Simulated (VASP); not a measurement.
# Mg8H: single point with PBE

The system is Mg8H, a slab with vacuum.

```
CELL_PARAMETERS angstrom
6.42014 0.00000 0.00000
0.00000 5.13791 0.00000
0.00000 0.00000 19.16448
ATOMIC_POSITIONS crystal
Mg 0.00000 0.75000 0.20872
Mg 0.50000 0.75000 0.20872
Mg 0.25000 0.25000 0.25707
Mg 0.75000 0.25000 0.25707
Mg 0.25000 0.75000 0.35872
Mg 0.75000 0.75000 0.35872
Mg 0.00000 0.25000 0.39993
Mg 0.50000 0.25000 0.39993
H 0.00000 0.75000 0.41535
```

- Program: VASP 6.6.1
- Task: single point
- Functional: PBE
- Potentials or basis: VASP PAW PBE potentials, release 64 (Mg, H)
- Cutoff: 520 eV
- k mesh: 4 × 5 × 1
- Occupations: gaussian, width 0.1 eV
- Spin: no spin polarisation

| Item | Value |
| --- | --- |
| Largest force | 0.229 eV/Å |
| Band gap on the k mesh | zero (an odd number of electrons rules out a gap without spin polarisation) |

Forces on the atoms (eV/Å):
```
Mg   0.000  0.000  0.229
Mg   0.000  0.000  0.172
Mg  -0.177  0.000 -0.105
Mg   0.177  0.000 -0.105
Mg   0.164  0.000 -0.071
Mg  -0.164  0.000 -0.071
Mg   0.000  0.000 -0.001
Mg   0.000  0.000 -0.041
H    0.000  0.000 -0.007
```

Levels at points of the mesh, in eV from the Fermi level:
```csv
k point,band 6,band 7,band 8,band 9,band 10,band 11,band 12,band 13
"(0.00, 0.00, 0.00)",-0.89,-0.78,-0.54,-0.11,1.14,1.20,1.49,2.38
"(0.50, 0.00, 0.00)",-0.16,0.02,0.03,0.09,0.77,1.34,1.69,1.92
```

Wall time 8.7 min on 1 thread of Intel Xeon 8259CL, on a shared host, peak memory 0.59 GiB.
